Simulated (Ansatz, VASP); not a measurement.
**Two plane-wave programs on TiAl**

POSCAR

```
TiAl
1.0
    3.1790640000      0.0000000000      0.0000000000
    0.0000000000      3.1790640000      0.0000000000
    0.0000000000      0.0000000000      3.1790640000
Ti Al
1 1
Direct
    0.0000000000      0.0000000000      0.0000000000
    0.5000000000      0.5000000000      0.5000000000
```

File INCAR.step1:

```
SYSTEM = TiAl
ALGO = Normal
EDIFF = 1E-5
ENCUT = 520
GGA = PE
ISIF = 2
ISMEAR = -1
LASPH = .TRUE.
LCHARG = .FALSE.
LREAL = .FALSE.
LWAVE = .TRUE.
NBANDS = 14
NELM = 60
PREC = Accurate
SIGMA = 0.05
```

Contents of INCAR.step2:

```
SYSTEM = TiAl
AEXX = 0.1
ALGO = Normal
EDIFF = 1E-6
ENCUT = 520
ISIF = 2
ISMEAR = -1
ISTART = 1
LASPH = .TRUE.
LCHARG = .FALSE.
LHFCALC = .TRUE.
LMIXTAU = .TRUE.
LREAL = .FALSE.
LWAVE = .FALSE.
METAGGA = R2SCAN
NBANDS = 14
NELM = 60
PREC = Accurate
PRECFOCK = Normal
SIGMA = 0.05
```

File KPOINTS:

```
k-points
0
G
  4 4 4
  0 0 0
```

Contents of input.yaml:

```yaml
crystal:
  lattice:
    - [3.179064, 0.0, 0.0]
    - [0.0, 3.179064, 0.0]
    - [0.0, 0.0, 3.179064]
  atoms:
    - { symbol: Ti, position: [0.0, 0.0, 0.0] }
    - { symbol: Al, position: [0.5, 0.5, 0.5] }
hamiltonian:
  xc: r2scanh
  pseudopotentials: { kind: paw }
kpoints:
  mp_grid: { grid: [4, 4, 4] }
scf:
  occupations: { method: fermi_dirac, width: 0.05 }
output:
  forces: true
  stress: true
  eigenvalues: true
  write_density: true
  write_potential: true
  elf: true
  volumetric_format: npy
```

Alike in both runs: task single point; functional r2SCANh; k mesh 4 × 4 × 4; occupations fermi-dirac, width 0.05 eV; no spin polarisation.

```csv
,VASP,Ansatz
version,VASP 6.6.1,Ansatz 0.2.0
potentials or method,"VASP PAW PBE potentials, release 64 (Ti_sv, Al)",Ansatz PAW
plane-wave cutoff (eV),520,500
valence electrons in the cell,15,15
```

|  | VASP | Ansatz | Ansatz less VASP |
| --- | --- | --- | --- |
| gap on the k mesh at the Fermi level (eV) | none | none | - |
| pressure (GPa) | -0.4 | -0.4 | -0.03 |

VASP's potentials were made for PBE, not for r2SCANh. A gap of «none» marks a metal or a gap that the smearing closes. With one functional, cell and mesh, what is left measures potentials, basis and numerics.

The k mesh is coarse, so the values compare programs but aren't converged.
